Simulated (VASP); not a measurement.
**W: single point with LDA**

W:

```xyz
1
Lattice="0.0000 2.1760 1.6821 2.1760 0.0000 1.6821 2.1760 2.1760 0.0000" Properties=species:S:1:pos:R:3 pbc="T T T"
W     0.0000    0.0000    0.0000
```

* Program: VASP 6.6.1
* Task: single point
* Functional: LDA
* Potentials or basis: VASP PAW LDA potentials, release 64 (W_sv)
* Cutoff: 520 eV
* k mesh: 22 × 22 × 22
* Occupations: gaussian, width 0.15 eV
* Spin: no spin polarisation
* Dipole correction: no
* Further INCAR settings: ALGO = Fast; EDIFF = 1e-06; NBANDS = 13

```yaml
Pressure: -7.5 GPa
Band_gap_on_the_k_mesh: zero (bands 7 and 8 overlap by 5.77 eV)
```

Stress tensor (GPa, compression positive):
```
  0.65   0.00   0.00
  0.00   0.65   0.00
  0.00   0.00 -23.69
```

Levels at points of the mesh, in eV from the Fermi level:
| k point | band 5 | band 6 | band 7 | band 8 | band 9 | band 10 |
| --- | --- | --- | --- | --- | --- | --- |
| (0.00, 0.00, 0.00) | -9.50 | -1.51 | -1.51 | -0.43 | 1.37 | 2.81 |
| (0.50, 0.00, 0.00) | -6.21 | -3.10 | 0.64 | 1.18 | 3.25 | 5.91 |
| (0.50, 0.50, 0.00) | -5.92 | -5.65 | 4.89 | 5.28 | 5.28 | 6.79 |
| (0.50, 0.00, 0.50) | -6.20 | -4.24 | 1.32 | 3.09 | 3.60 | 6.25 |

It took 81 s on 1 thread of AMD EPYC 9R45 96-Core Processor (Zen 5), with other jobs on the host, peak memory 0.23 GiB.

Caveat: the cell stands under tension; spin-orbit coupling is left out, which moves the levels of the heavy elements.
